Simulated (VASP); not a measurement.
# ZrB2 (P6/mmm) in VASP: further runs

ZrB2 is run at these levels: PBEsol; tasks: single point.

All numbers are computed with VASP 6.6.1; they aren't measurements. Logs are shortened: lines on timing, memory, paths and dates and some standing lists are left out, and cuts for length are marked.

## 1. The cell of the first run

It takes space group P6/mmm (No. 191, hexagonal). The conventional cell has a = 3.168 Å, b = 3.168 Å, c = 3.552 Å, α = 90.00°, β = 90.00°, γ = 120.00°. Zr (site symmetry 6/mmm) has 12 B at 2.55 Å and 6 Zr at 3.17 Å within 3.4 Å. Within 2.4 Å of B (site symmetry -6m2) lie 3 B at 1.83 Å.

## 2. Single point, PBEsol

INCAR reads:

```
ALGO = Normal
EDIFF = 1E-7
ENCUT = 520
GGA = PS
ISIF = 2
ISMEAR = 0
LASPH = T
LCHARG = F
LREAL = F
LWAVE = F
NBANDS = 16
NELM = 100
PREC = Accurate
SIGMA = 0.1
```

KPOINTS reads:

```
k-points
0
Gamma
  6 6 6
```

POSCAR reads:

```
ZrB2
1.0
    3.1675246600      0.0000000000      0.0000000000
   -1.5837623300      2.7431568200      0.0000000000
    0.0000000000      0.0000000000      3.5523880600
Zr B
1 2
Direct
    0.0000000000      0.0000000000      0.0000000000
    0.3333333300      0.6666666700      0.5000000000
    0.6666666700      0.3333333300      0.5000000000
```

Potentials or basis: VASP PAW PBE potentials, release 64 (Zr_sv, B).

Launch:

```bash
> cat potpaw_PBE.64/Zr_sv/POTCAR potpaw_PBE.64/B/POTCAR > POTCAR
> mpirun -np 1 vasp_std > vasp.out
```

OUTCAR:

```text
EDIFF = 1E-7
   ENCUT = 520
   GGA = PS
   ISIF = 2
   ISMEAR = 0
   LASPH = T
   LREAL = F
   NELM = 100
   PREC = Accurate

 ion  position               nearest neighbor table
   1  0.000  0.000  0.000-   2 2.55   3 2.55   2 2.55   3 2.55   2 2.55   2 2.55   3 2.55   3 2.55
                             3 2.55   3 2.55   2 2.55   2 2.55
   2  0.333  0.667  0.500-   3 1.83   3 1.83   3 1.83   1 2.55   1 2.55   1 2.55   1 2.55   1 2.55
                             1 2.55
   3  0.667  0.333  0.500-   2 1.83   2 1.83   2 1.83   1 2.55   1 2.55   1 2.55   1 2.55   1 2.55
                             1 2.55

  LATTYP: Found a hexagonal cell.
 ALAT       =     3.1675246600
 C/A-ratio  =     1.1215028899

  Lattice vectors:

 A1 = (   3.1675246600,   0.0000000000,   0.0000000000)
 A2 = (  -1.5837623300,   2.7431568200,   0.0000000000)
 A3 = (   0.0000000000,   0.0000000000,   3.5523880600)

Analysis of symmetry for initial positions (statically):
=====================================================================
 Subroutine PRICEL returns:
 Original cell was already a primitive cell.

 Routine SETGRP: Setting up the symmetry group for a
 hexagonal supercell.

 Subroutine GETGRP returns: Found 24 space group operations
 (whereof 24 operations were pure point group operations)
 out of a pool of 24 trial point group operations.

The static configuration has the point symmetry D_6h.

Analysis of symmetry for dynamics (positions and initial velocities):
=====================================================================
 Subroutine PRICEL returns:
 Original cell was already a primitive cell.

 Routine SETGRP: Setting up the symmetry group for a
 hexagonal supercell.

 Subroutine GETGRP returns: Found 24 space group operations
 (whereof 24 operations were pure point group operations)
 out of a pool of 24 trial point group operations.

The dynamic configuration has the point symmetry D_6h.

 Subroutine INISYM returns: Found 24 space group operations
 (whereof 24 operations are pure point group operations),
 and found     1 'primitive' translations

----------------------------------------------------------------------------------------

                                     Primitive cell

  volume of cell :      30.8668

  direct lattice vectors                    reciprocal lattice vectors
     3.167524660  0.000000000  0.000000000     0.315703935  0.182271752  0.000000000
    -1.583762330  2.743156820  0.000000000     0.000000000  0.364543504  0.000000000
     0.000000000  0.000000000  3.552388060     0.000000000  0.000000000  0.281500777

  length of vectors
     3.167524660  3.167524658  3.552388060     0.364543504  0.364543504  0.281500777

  position of ions in fractional coordinates (direct lattice)
     0.000000000  0.000000000  0.000000000
     0.333333330  0.666666670  0.500000000
     0.666666670  0.333333330  0.500000000

  ion indices of the primitive-cell ions
   primitive index   ion index
                 1           1
                 2           2
                 3           3

----------------------------------------------------------------------------------------

 KPOINTS: k-points

Automatic generation of k-mesh.
 Grid dimensions read from file:
 generate k-points for:    6    6    6

 Generating k-lattice:

  Cartesian coordinates                     Fractional coordinates (reciprocal lattice)
     0.052617323  0.030378625  0.000000000     0.166666667 -0.000000000  0.000000000
     0.000000000  0.060757251  0.000000000     0.000000000  0.166666667  0.000000000
     0.000000000  0.000000000  0.046916796     0.000000000  0.000000000  0.166666667

  Length of vectors
     0.060757251  0.060757251  0.046916796

  Shift w.r.t. Gamma in fractional coordinates (k-lattice)
     0.000000000  0.000000000  0.000000000

 Subroutine IBZKPT returns following result:
 ===========================================

 Found     28 irreducible k-points:

 Following reciprocal coordinates:
            Coordinates               Weight
  0.000000  0.000000  0.000000      1.000000
  0.166667  0.000000  0.000000      6.000000
  0.333333 -0.000000  0.000000      6.000000
  0.500000  0.000000  0.000000      3.000000
  0.166667  0.166667  0.000000      6.000000
  0.333333  0.166667  0.000000     12.000000
[... 16 lines left out ...]
  0.166667  0.000000  0.500000      6.000000
  0.333333 -0.000000  0.500000      6.000000
 [... further k-points ...]
   k-points           NKPTS =     28   k-points in BZ     NKDIM =     28   number of bands    NBANDS=     16
   number of dos      NEDOS =    301   number of ions     NIONS =      3
   total plane-waves  NPLWV =  16128
   dimension x,y,z NGX =    24 NGY =   24 NGZ =   28
   dimension x,y,z NGXF=    48 NGYF=   48 NGZF=   56
   ions per type =               1   2
   NGX,Y,Z   is equivalent  to a cutoff of  12.60, 12.60, 13.10 a.u.
   NGXF,Y,Z  is equivalent  to a cutoff of  25.19, 25.19, 26.21 a.u.
 SYSTEM =  unknown system
   PREC   = accura    normal or accurate (medium, high low for compatibility)
   ISTART =      0    job   : 0-new  1-cont  2-samecut
   ICHARG =      2    charge: 1-file 2-atom 10-const
   ISPIN  =      1    spin polarized calculation?
   LNONCOLLINEAR =      F non collinear calculations
   LSORBIT =      F    spin-orbit coupling
   LASPH  =      T    aspherical Exc in radial PAW
   ENCUT  =  520.0 eV  38.22 Ry    6.18 a.u.   5.89  5.89  6.61*2*pi/ulx,y,z
   NELM   =    100;   NELMIN=  2; NELMDL= -5     # of ELM steps
   EDIFF  = 0.1E-06   stopping-criterion for ELM
   LREAL  =      F    real-space projection
   EDIFFG = 0.1E-05   stopping-criterion for IOM
   NSW    =      0    number of steps for IOM
   IBRION =     -1    ionic relax: 0-MD 1-quasi-New 2-CG
   NFREE  =      0    steps in history (QN), initial steepest desc. (CG)
   ISIF   =      2    stress and relaxation
   ISYM   =      2    0-nonsym 1-usesym 2-fastsym
   POTIM  = 0.5000    time-step for ionic-motion
   TEBEG  =    0.0;   TEEND  =   0.0 temperature during run
   PSTRESS=    0.0 pullay stress
   NELECT =      18.0000    total number of electrons
   NUPDOWN=      -1.0000    fix difference up-down
   EMIN   =  10.00;   EMAX   =-10.00  energy-range for DOS
   EFERMI =   0.00;   METHOD = LEGACY
   ISMEAR =     0;   SIGMA  =   0.10  broadening in eV -4-tet -1-fermi 0-gaus
   EFERMI_NEDOS =   21; number of points for ismear=-14 and -15
   IALGO  =     38    algorithm
   IMIX   =      4    mixing-type and parameters
     AMIX     =   0.40;   BMIX     =  1.00
     AMIX_MAG =   1.60;   BMIX_MAG =  1.00
  volume/ion in A,a.u.               =      10.29        69.43
  Fermi-wavevector in a.u.,A,eV,Ry     =   1.367735  2.584645 25.452408  1.870699
  Thomas-Fermi vector in A             =   2.493761
   LORBIT       =      0    0 simple, 1 ext, 2 COOP (PROOUT), +10 PAW based schemes
   GGA     = PS    functional components
   LHFCALC =     F    Hartree Fock is set to
   AEXX    =    0.0000 exact exchange contribution
   IVDW    =     0    specifies the selected vdW correction
   LEPSILON=     F    determine dielectric tensor
   LRPA    =     F    only Hartree local field effects (RPA)
 non-spin polarized calculation
 Gauss-broadening in eV      SIGMA  =   0.10
  energy-cutoff  :      520.00
  volume of cell :       30.87
 maximum number of plane-waves:       852
 NGX is ok and might be reduce to    24
   NGX = 11   NGY = 11   NGZ = 13

 number of electron      18.0000000 magnetization

 Free energy of the ion-electron system (eV)
  ---------------------------------------------------
  ext. energy  EPLUGINS =         0.00000000
  ---------------------------------------------------
  free energy    TOTEN  =       -26.34002934 eV

  energy without entropy =      -26.33445275  energy(sigma->0) =      -26.33724104

 E-fermi :   9.9919     XC(G=0): -12.5189

 val. band max:        9.9067315579   @ k =   0.1667   0.1667   0.1667
 cond. band min:      10.0408821790   @ k =   0.1667   0.1667   0.1667
 fundamental gap:      0.1341506211
 Fermi energy:         9.9919367979

 k-point     1 :       0.0000    0.0000    0.0000
  band No.  band energies     occupation
      1     -38.1376      2.00000
      2     -16.3828      2.00000
      3     -15.7851      2.00000
      4     -15.7851      2.00000
      5      -2.3098      2.00000
      6       7.7562      2.00000
[... 8 lines left out ...]
     15      15.5454      0.00000
     16      15.5454      0.00000

 k-point     2 :       0.1667    0.0000    0.0000
  band No.  band energies     occupation
      1     -38.1083      2.00000
      2     -16.3391      2.00000
      3     -16.0373      2.00000
      4     -15.8404      2.00000
      5      -1.7695      2.00000
      6       6.4384      2.00000
[... 8 lines left out ...]
     15      17.1766      0.00000
     16      17.3813      0.00000

 k-point     3 :       0.3333   -0.0000    0.0000
  band No.  band energies     occupation
      1     -38.0490      2.00000
      2     -16.5118      2.00000
      3     -16.2504      2.00000
      4     -15.9487      2.00000
      5      -0.3412      2.00000
      6       4.0494      2.00000
[... 8 lines left out ...]
     15      18.6332      0.00000
     16      20.3223      0.00000

 k-point     4 :       0.5000    0.0000    0.0000
  band No.  band energies     occupation
      1     -38.0190      2.00000
      2     -16.7363      2.00000
      3     -16.2054      2.00000
      4     -16.0019      2.00000
      5       1.4472      2.00000
      6       1.9291      2.00000
[... 8 lines left out ...]
     15      18.0937      0.00000
     16      20.3579      0.00000

 k-point     5 :       0.1667    0.1667    0.0000
  band No.  band energies     occupation
      1     -38.0639      2.00000
      2     -16.3504      2.00000
      3     -16.2728      2.00000
      4     -15.9719      2.00000
      5      -0.7819      2.00000
      6       5.0371      2.00000
[... 8 lines left out ...]
     15      17.4810      0.00000
     16      18.8419      0.00000

 k-point     6 :       0.3333    0.1667    0.0000
  band No.  band energies     occupation
      1     -38.0191      2.00000
      2     -16.6184      2.00000
      3     -16.2056      2.00000
      4     -16.1339      2.00000
      5       0.9475      2.00000
      6       3.0980      2.00000
[... 8 lines left out ...]
     15      19.2385      0.00000
     16      19.8901      0.00000
[... 267 lines left out ...]
 k-point    21 :       0.3333    0.3333    0.3333
  band No.  band energies     occupation
      1     -37.9915      2.00000
      2     -16.4129      2.00000
      3     -16.4129      2.00000
      4     -16.3914      2.00000
      5       1.9086      2.00000
      6       1.9086      2.00000
[... 8 lines left out ...]
     15      17.8770      0.00000
     16      20.6426      0.00000

 k-point    22 :       0.0000    0.0000    0.5000
  band No.  band energies     occupation
      1     -38.1192      2.00000
      2     -16.7357      2.00000
      3     -15.7604      2.00000
      4     -15.7604      2.00000
      5      -0.2898      2.00000
      6       3.4206      2.00000
[... 8 lines left out ...]
     15      17.6705      0.00000
     16      21.0529      0.00000

 k-point    23 :       0.1667    0.0000    0.5000
  band No.  band energies     occupation
      1     -38.0903      2.00000
      2     -16.6756      2.00000
      3     -16.0013      2.00000
      4     -15.8126      2.00000
      5      -0.1736      2.00000
      6       4.1963      2.00000
[... 8 lines left out ...]
     15      18.6020      0.00000
     16      20.4487      0.00000

 k-point    24 :       0.3333   -0.0000    0.5000
  band No.  band energies     occupation
      1     -38.0317      2.00000
      2     -16.5527      2.00000
      3     -16.4576      2.00000
      4     -15.9150      2.00000
      5       0.1853      2.00000
      6       4.5273      2.00000
[... 8 lines left out ...]
     15      18.8319      0.00000
     16      22.0235      0.00000

 [... further k-points ...]

------------------------ aborting loop because EDIFF is reached ----------------------------------------

  FORCE on cell =-STRESS in cart. coord.  units (eV):
  Direction    XX          YY          ZZ          XY          YZ          ZX
  --------------------------------------------------------------------------------------
  -------------------------------------------------------------------------------------
  Total       -0.5696421     -0.5696421     -1.3866575      0.0000000      0.0000000      0.0000000
  in kB      -29.5679781    -29.5679780    -71.9761720      0.0000000      0.0000000      0.0000000
  external PRESSURE =     -43.7040427 kB  Pullay stress =       0.0000000 kB

 VOLUME and BASIS-vectors are now :
 -----------------------------------------------------------------------------
  energy-cutoff  :      520.00
  volume of cell :       30.87
      direct lattice vectors                 reciprocal lattice vectors
     3.167524660  0.000000000  0.000000000     0.315703935  0.182271752  0.000000000
    -1.583762330  2.743156820  0.000000000     0.000000000  0.364543504  0.000000000
     0.000000000  0.000000000  3.552388060     0.000000000  0.000000000  0.281500777

 POSITION                                       TOTAL-FORCE (eV/Angst)
 -----------------------------------------------------------------------------------
      0.00000      0.00000      0.00000         0.000000      0.000000     -0.000000
     -0.00000      1.82877      1.77619         0.000000      0.000000     -0.000000
      1.58376      0.91439      1.77619        -0.000000      0.000000      0.000000
 -----------------------------------------------------------------------------------
    total drift:                                0.000000     -0.000000     -0.000000

  FREE ENERGIE OF THE ION-ELECTRON SYSTEM (eV)
  ---------------------------------------------------
  free  energy   TOTEN  =       -26.3400293373 eV

  energy  without entropy=      -26.3344527475  energy(sigma->0) =      -26.33724104
```

Run time: 17 s. Hardware: 1 thread of Intel Xeon 8259CL, shared host; peak memory 0.15 GiB.

What came out:

- Free energy: -26.3400 eV
- Pressure: -4.4 GPa
- Band gap on the k mesh: zero (bands 9 and 10 overlap by 1.13 eV)

Stress tensor (GPa, compression positive):
```
-2.96  0.00  0.00
 0.00 -2.96  0.00
 0.00  0.00 -7.20
```

Caveat: the k points lie up to 0.38 Å⁻¹ apart, too coarse for converged energies and pressures of a metal; the PAW data sets were made with another functional, which shifts forces and pressure a little.

[end of part 1 of 2]
